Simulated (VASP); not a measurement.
Write the native input for VASP 6.6.1 that does the following.

| Item | Value |
| --- | --- |
| Task | single point |
| Functional | PBE |
| Potentials or basis | VASP PAW PBE potentials, release 64 (Si) |
| Cutoff | 520 eV |
| k mesh | 8 × 8 × 8 |
| Occupations | gaussian, width 0.01 eV |
| Spin | no spin polarisation |
| Dipole correction | no |
| Further INCAR settings | ALGO = Normal; EDIFF = 1e-06; NBANDS = 11 |

The structure of Si lies in POSCAR:

```
Si
1.0
    0.0000000000      2.7492688318      2.7492688318
    2.7492688318      0.0000000000      2.7492688318
    2.7492688318      2.7492688318      0.0000000000
Si
2
Direct
    0.7500000000      0.7500000000      0.7500000000
    0.5000000000      0.5000000000      0.5000000000
```

One way to write it, as run:

INCAR

```
ALGO     = Normal         # electronic algorithm
EDIFF    = 1E-6           # SCF threshold, eV
ENCUT    = 520            # plane-wave cutoff, eV
GGA      = PE             # functional
ISIF     = 2              # what is computed and relaxed
ISMEAR   = 0              # smearing method
LASPH    = T              # aspherical terms in the spheres
LCHARG   = F              # write CHGCAR
LREAL    = F              # projectors in reciprocal space
LWAVE    = F              # write WAVECAR
NBANDS   = 11             # bands
NELM     = 60             # most SCF steps
PREC     = Accurate       # precision mode
SIGMA    = 0.01           # smearing width, eV
```

KPOINTS

```
k-points
0
Gamma
  8 8 8
```

Potentials or basis: VASP PAW PBE potentials, release 64 (Si).

The run is started by

```sh
$ cat potpaw_PBE.64/Si/POTCAR > POTCAR
$ mpirun -np 1 vasp_std > vasp.out
```

It gave:

| Property | Result |
| --- | --- |
| Pressure | -1.4 GPa |
| Band gap on the k mesh | 0.68 eV, indirect (least direct gap 2.55 eV) |

Wall time 7.2 s on 1 thread of AMD EPYC 9R45 96-Core Processor (Zen 5) (shared host), peak memory 0.13 GiB.
